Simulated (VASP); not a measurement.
# ZnIr3C4 (Pm-3m) in VASP: single point with PBE

Aim: the single point of ZnIr3C4 with PBE.

All numbers are computed with VASP 6.6.1; they aren't measurements. Logs are shortened: lines on timing, memory, paths and dates and some standing lists are left out, and cuts for length are marked.

### 1 The cell of the first run

Symmetry: Pm-3m, No. 221, cubic system. Conventional cell: a = 4.382 Å, b = 4.382 Å, c = 4.382 Å, α = 90.00°, β = 90.00°, γ = 90.00°. Zn (site symmetry m-3m) has 6 C at 2.19 Å within 2.9 Å. Ir (site symmetry 4/mmm) has 6 C at 2.19 Å within 2.9 Å. Within 2.9 Å of C (site symmetry 4/mmm) lie 2 Zn at 2.19 Å and 4 Ir at 2.19 Å. Within 2.9 Å of C (site symmetry m-3m) lie 6 Ir at 2.19 Å.

### 2 Single point, PBE

Contents of INCAR:

```
SYSTEM = ZnIr3C4
ALGO = Normal
EDIFF = 1E-6
ENCUT = 600
GGA = PE
GGA_COMPAT = .FALSE.
ISIF = 2
ISMEAR = 0
LASPH = .TRUE.
LCHARG = .FALSE.
LREAL = .FALSE.
LWAVE = .FALSE.
NBANDS = 50
NELM = 120
PREC = Accurate
SIGMA = 0.1
```

Contents of KPOINTS:

```
k-points
0
G
  8 8 8
  0 0 0
```

Contents of POSCAR:

```
ZnIr3C4
1.0
    4.3824501638      0.0000000000      0.0000000000
    0.0000000000      4.3824501638      0.0000000000
    0.0000000000      0.0000000000      4.3824501638
Zn Ir C
1 3 4
Direct
    0.5000000000      0.5000000000      0.5000000000
    0.5000000000      0.0000000000      0.0000000000
    0.0000000000      0.5000000000      0.0000000000
    0.0000000000      0.0000000000      0.5000000000
    0.0000000000      0.5000000000      0.5000000000
    0.5000000000      0.0000000000      0.5000000000
    0.5000000000      0.5000000000      0.0000000000
    0.0000000000      0.0000000000      0.0000000000
```

Potentials or basis: VASP PAW PBE potentials, release 64 (Zn, Ir_sv_GW, C).

On the command line:

```console
cat potpaw_PBE.64/Zn/POTCAR potpaw_PBE.64/Ir_sv_GW/POTCAR potpaw_PBE.64/C/POTCAR > POTCAR
mpirun -np 1 vasp_std > vasp.out
```

OUTCAR:

```text
SYSTEM = ZnIr3C4
   EDIFF = 1E-6
   ENCUT = 600
   GGA = PE
   ISIF = 2
   ISMEAR = 0
   LASPH = .TRUE.
   LREAL = .FALSE.
   NELM = 120
   PREC = Accurate

 ion  position               nearest neighbor table
   1  0.500  0.500  0.500-   5 2.19   6 2.19   7 2.19   7 2.19   6 2.19   5 2.19   2 3.10   3 3.10
                             2 3.10   2 3.10   4 3.10   3 3.10   2 3.10   3 3.10   4 3.10   4 3.10
   2  0.500  0.000  0.000-   6 2.19   7 2.19   8 2.19   6 2.19   7 2.19   8 2.19   1 3.10   4 3.10
                             1 3.10   1 3.10   3 3.10   3 3.10   1 3.10   3 3.10   4 3.10   4 3.10
   3  0.000  0.500  0.000-   5 2.19   7 2.19   8 2.19   5 2.19   8 2.19   7 2.19   1 3.10   4 3.10
                             1 3.10   2 3.10   4 3.10   2 3.10   4 3.10   1 3.10   2 3.10   4 3.10
   4  0.000  0.000  0.500-   5 2.19   6 2.19   8 2.19   8 2.19   5 2.19   6 2.19   2 3.10   3 3.10
                             1 3.10   1 3.10   3 3.10   2 3.10   3 3.10   1 3.10   2 3.10   3 3.10
   5  0.000  0.500  0.500-   1 2.19   3 2.19   4 2.19   3 2.19   4 2.19   1 2.19
   6  0.500  0.000  0.500-   1 2.19   2 2.19   4 2.19   2 2.19   1 2.19   4 2.19
   7  0.500  0.500  0.000-   1 2.19   2 2.19   3 2.19   1 2.19   2 2.19   3 2.19
   8  0.000  0.000  0.000-   2 2.19   3 2.19   4 2.19   4 2.19   3 2.19   2 2.19

  LATTYP: Found a simple cubic cell.
 ALAT       =     4.3824501638

  Lattice vectors:

 A1 = (   4.3824501638,   0.0000000000,   0.0000000000)
 A2 = (   0.0000000000,   4.3824501638,   0.0000000000)
 A3 = (   0.0000000000,   0.0000000000,   4.3824501638)

Analysis of symmetry for initial positions (statically):
=====================================================================
 Subroutine PRICEL returns:
 Original cell was already a primitive cell.

 Routine SETGRP: Setting up the symmetry group for a
 simple cubic supercell.

 Subroutine GETGRP returns: Found 48 space group operations
 (whereof 48 operations were pure point group operations)
 out of a pool of 48 trial point group operations.

The static configuration has the point symmetry O_h .

Analysis of symmetry for dynamics (positions and initial velocities):
=====================================================================
 Subroutine PRICEL returns:
 Original cell was already a primitive cell.

 Routine SETGRP: Setting up the symmetry group for a
 simple cubic supercell.

 Subroutine GETGRP returns: Found 48 space group operations
 (whereof 48 operations were pure point group operations)
 out of a pool of 48 trial point group operations.

The dynamic configuration has the point symmetry O_h .

 Subroutine INISYM returns: Found 48 space group operations
 (whereof 48 operations are pure point group operations),
 and found     1 'primitive' translations

----------------------------------------------------------------------------------------

                                     Primitive cell

  volume of cell :      84.1688

  direct lattice vectors                    reciprocal lattice vectors
     4.382450164  0.000000000  0.000000000     0.228182857  0.000000000  0.000000000
     0.000000000  4.382450164  0.000000000     0.000000000  0.228182857  0.000000000
     0.000000000  0.000000000  4.382450164     0.000000000  0.000000000  0.228182857

  length of vectors
     4.382450164  4.382450164  4.382450164     0.228182857  0.228182857  0.228182857

  position of ions in fractional coordinates (direct lattice)
     0.500000000  0.500000000  0.500000000
     0.500000000  0.000000000  0.000000000
     0.000000000  0.500000000  0.000000000
     0.000000000  0.000000000  0.500000000
     0.000000000  0.500000000  0.500000000
     0.500000000  0.000000000  0.500000000
     0.500000000  0.500000000  0.000000000
     0.000000000  0.000000000  0.000000000

  ion indices of the primitive-cell ions
   primitive index   ion index
                 1           1
                 2           2
                 3           3
                 4           4
                 5           5
                 6           6
                 7           7
                 8           8

----------------------------------------------------------------------------------------

 KPOINTS: k-points

Automatic generation of k-mesh.
 Grid dimensions read from file:
 generate k-points for:    8    8    8

 Generating k-lattice:

  Cartesian coordinates                     Fractional coordinates (reciprocal lattice)
     0.028522857  0.000000000  0.000000000     0.125000000  0.000000000  0.000000000
     0.000000000  0.028522857  0.000000000     0.000000000  0.125000000  0.000000000
     0.000000000  0.000000000  0.028522857     0.000000000  0.000000000  0.125000000

  Length of vectors
     0.028522857  0.028522857  0.028522857

  Shift w.r.t. Gamma in fractional coordinates (k-lattice)
     0.000000000  0.000000000  0.000000000

 Subroutine IBZKPT returns following result:
 ===========================================

 Found     35 irreducible k-points:

 Following reciprocal coordinates:
            Coordinates               Weight
  0.000000  0.000000  0.000000      1.000000
  0.125000  0.000000  0.000000      6.000000
  0.250000  0.000000  0.000000      6.000000
  0.375000  0.000000  0.000000      6.000000
  0.500000  0.000000  0.000000      3.000000
  0.125000  0.125000  0.000000     12.000000
[... 16 lines left out ...]
  0.375000  0.375000  0.125000     24.000000
  0.500000  0.375000  0.125000     24.000000
 [... further k-points ...]
   k-points           NKPTS =     35   k-points in BZ     NKDIM =     35   number of bands    NBANDS=     50
   number of dos      NEDOS =    301   number of ions     NIONS =      8
   total plane-waves  NPLWV =  46656
   dimension x,y,z NGX =    36 NGY =   36 NGZ =   36
   dimension x,y,z NGXF=    72 NGYF=   72 NGZF=   72
   ions per type =               1   3   4
   NGX,Y,Z   is equivalent  to a cutoff of  13.66, 13.66, 13.66 a.u.
   NGXF,Y,Z  is equivalent  to a cutoff of  27.31, 27.31, 27.31 a.u.
 SYSTEM =  ZnIr3C4
   PREC   = accura    normal or accurate (medium, high low for compatibility)
   ISTART =      0    job   : 0-new  1-cont  2-samecut
   ICHARG =      2    charge: 1-file 2-atom 10-const
   ISPIN  =      1    spin polarized calculation?
   LNONCOLLINEAR =      F non collinear calculations
   LSORBIT =      F    spin-orbit coupling
   LASPH  =      T    aspherical Exc in radial PAW
   ENCUT  =  600.0 eV  44.10 Ry    6.64 a.u.   8.75  8.75  8.75*2*pi/ulx,y,z
   NELM   =    120;   NELMIN=  2; NELMDL= -5     # of ELM steps
   EDIFF  = 0.1E-05   stopping-criterion for ELM
   LREAL  =      F    real-space projection
   EDIFFG = 0.1E-04   stopping-criterion for IOM
   NSW    =      0    number of steps for IOM
   IBRION =     -1    ionic relax: 0-MD 1-quasi-New 2-CG
   NFREE  =      0    steps in history (QN), initial steepest desc. (CG)
   ISIF   =      2    stress and relaxation
   ISYM   =      2    0-nonsym 1-usesym 2-fastsym
   POTIM  = 0.5000    time-step for ionic-motion
   TEBEG  =    0.0;   TEEND  =   0.0 temperature during run
   PSTRESS=    0.0 pullay stress
   NELECT =      79.0000    total number of electrons
   NUPDOWN=      -1.0000    fix difference up-down
   EMIN   =  10.00;   EMAX   =-10.00  energy-range for DOS
   EFERMI =   0.00;   METHOD = LEGACY
   ISMEAR =     0;   SIGMA  =   0.10  broadening in eV -4-tet -1-fermi 0-gaus
   EFERMI_NEDOS =   21; number of points for ismear=-14 and -15
   IALGO  =     38    algorithm
   IMIX   =      4    mixing-type and parameters
     AMIX     =   0.40;   BMIX     =  1.00
     AMIX_MAG =   1.60;   BMIX_MAG =  1.00
  volume/ion in A,a.u.               =      10.52        71.00
  Fermi-wavevector in a.u.,A,eV,Ry     =   1.602877  3.028998 34.956290  2.569215
  Thomas-Fermi vector in A             =   2.699628
   LORBIT       =      0    0 simple, 1 ext, 2 COOP (PROOUT), +10 PAW based schemes
   GGA     = PE    functional components
   LHFCALC =     F    Hartree Fock is set to
   AEXX    =    0.0000 exact exchange contribution
   IVDW    =     0    specifies the selected vdW correction
   LEPSILON=     F    determine dielectric tensor
   LRPA    =     F    only Hartree local field effects (RPA)
 non-spin polarized calculation
 Gauss-broadening in eV      SIGMA  =   0.10
  energy-cutoff  :      600.00
  volume of cell :       84.17
 maximum number of plane-waves:      2841
 NGX is ok and might be reduce to    36
   NGX = 17   NGY = 17   NGZ = 17

 number of electron      78.9999986 magnetization

 Free energy of the ion-electron system (eV)
  ---------------------------------------------------
  ext. energy  EPLUGINS =         0.00000000
  ---------------------------------------------------
  free energy    TOTEN  =       -54.96698732 eV

  energy without entropy =      -54.91882400  energy(sigma->0) =      -54.94290566

 E-fermi :   9.5179     XC(G=0): -13.4533

 val. band max:        9.5152857947   @ k =   0.3750   0.2500   0.0000
 cond. band min:       9.5260697313   @ k =   0.5000   0.3750   0.1250
 fundamental gap:      0.0107839366
 Fermi energy:         9.5178863685

 k-point     1 :       0.0000    0.0000    0.0000
  band No.  band energies     occupation
      1     -83.2610      2.00000
      2     -83.2506      2.00000
      3     -83.2506      2.00000
      4     -40.1654      2.00000
      5     -40.1654      2.00000
      6     -40.1654      2.00000
[... 42 lines left out ...]
     49      13.9453      0.00000
     50      15.2471      0.00000

 k-point     2 :       0.1250    0.0000    0.0000
  band No.  band energies     occupation
      1     -83.2605      2.00000
      2     -83.2514      2.00000
      3     -83.2512      2.00000
      4     -40.1627      2.00000
      5     -40.1627      2.00000
      6     -40.1606      2.00000
[... 42 lines left out ...]
     49      14.1046      0.00000
     50      15.5404      0.00000

 k-point     3 :       0.2500    0.0000    0.0000
  band No.  band energies     occupation
      1     -83.2593      2.00000
      2     -83.2522      2.00000
      3     -83.2511      2.00000
      4     -40.1551      2.00000
      5     -40.1551      2.00000
      6     -40.1463      2.00000
[... 42 lines left out ...]
     49      14.4600      0.00000
     50      16.6711      0.00000

 k-point     4 :       0.3750    0.0000    0.0000
  band No.  band energies     occupation
      1     -83.2580      2.00000
      2     -83.2534      2.00000
      3     -83.2511      2.00000
      4     -40.1459      2.00000
      5     -40.1459      2.00000
      6     -40.1253      2.00000
[... 999 lines left out ...]
 k-point    23 :       0.3750    0.3750    0.1250
  band No.  band energies     occupation
      1     -83.2560      2.00000
      2     -83.2536      2.00000
      3     -83.2527      2.00000
      4     -40.1677      2.00000
      5     -40.1441      2.00000
      6     -40.1174      2.00000
[... 42 lines left out ...]
     49      16.9165      0.00000
     50      18.2467      0.00000

 k-point    24 :       0.5000    0.3750    0.1250
  band No.  band energies     occupation
      1     -83.2553      2.00000
      2     -83.2541      2.00000
      3     -83.2530      2.00000
      4     -40.1667      2.00000
      5     -40.1501      2.00000
      6     -40.1175      2.00000
[... 42 lines left out ...]
     49      17.3764      0.00000
     50      17.5474      0.00000

 [... further k-points ...]

------------------------ aborting loop because EDIFF is reached ----------------------------------------

  FORCE on cell =-STRESS in cart. coord.  units (eV):
  Direction    XX          YY          ZZ          XY          YZ          ZX
  --------------------------------------------------------------------------------------
  -------------------------------------------------------------------------------------
  Total       -0.2046272     -0.2046272     -0.2046272      0.0000000      0.0000000      0.0000000
  in kB       -3.8951391     -3.8951391     -3.8951391      0.0000000      0.0000000      0.0000000
  external PRESSURE =      -3.8951391 kB  Pullay stress =       0.0000000 kB

 VOLUME and BASIS-vectors are now :
 -----------------------------------------------------------------------------
  energy-cutoff  :      600.00
  volume of cell :       84.17
      direct lattice vectors                 reciprocal lattice vectors
     4.382450164  0.000000000  0.000000000     0.228182857  0.000000000  0.000000000
     0.000000000  4.382450164  0.000000000     0.000000000  0.228182857  0.000000000
     0.000000000  0.000000000  4.382450164     0.000000000  0.000000000  0.228182857

 POSITION                                       TOTAL-FORCE (eV/Angst)
 -----------------------------------------------------------------------------------
      2.19123      2.19123      2.19123         0.000000      0.000000      0.000000
      2.19123      0.00000      0.00000         0.000000      0.000000      0.000000
      0.00000      2.19123      0.00000         0.000000      0.000000      0.000000
      0.00000      0.00000      2.19123         0.000000      0.000000      0.000000
      0.00000      2.19123      2.19123         0.000000      0.000000      0.000000
      2.19123      0.00000      2.19123         0.000000      0.000000      0.000000
      2.19123      2.19123      0.00000         0.000000      0.000000      0.000000
      0.00000      0.00000      0.00000         0.000000      0.000000      0.000000
 -----------------------------------------------------------------------------------
    total drift:                                0.000000      0.000000     -0.000000

  FREE ENERGIE OF THE ION-ELECTRON SYSTEM (eV)
  ---------------------------------------------------
  free  energy   TOTEN  =       -54.9669873159 eV

  energy  without entropy=      -54.9188239952  energy(sigma->0) =      -54.94290566
```

It took 5 min on 1 thread of AMD EPYC 7R43 (Zen 3), shared host; peak memory 0.26 GiB.

Results:

| Property | Result |
| --- | --- |
| Free energy | -54.9670 eV |
| Pressure | -0.4 GPa |
| Band gap on the k mesh | zero (an odd number of electrons rules out a gap without spin polarisation) |

Levels at points of the mesh, in eV from the Fermi level:
| k point | band 36 | band 37 | band 38 | band 39 | band 40 | band 41 | band 42 | band 43 | band 44 | band 45 |
| --- | --- | --- | --- | --- | --- | --- | --- | --- | --- | --- |
| (0.00, 0.00, 0.00) | -1.66 | -1.66 | -1.66 | -1.44 | -0.37 | -0.37 | -0.37 | -0.03 | -0.03 | -0.03 |
| (0.50, 0.00, 0.00) | -1.82 | -0.48 | -0.48 | -0.36 | 0.32 | 0.32 | 0.37 | 1.08 | 1.08 | 1.41 |
| (0.50, 0.50, 0.00) | -0.78 | -0.27 | 0.43 | 0.43 | 0.88 | 1.05 | 1.08 | 1.09 | 1.50 | 1.50 |
| (0.50, 0.50, 0.50) | -1.13 | -0.04 | -0.04 | -0.04 | -0.04 | 2.22 | 2.22 | 5.95 | 5.95 | 5.95 |

Caveat: spin-orbit coupling is left out, which moves the levels of the heavy elements.
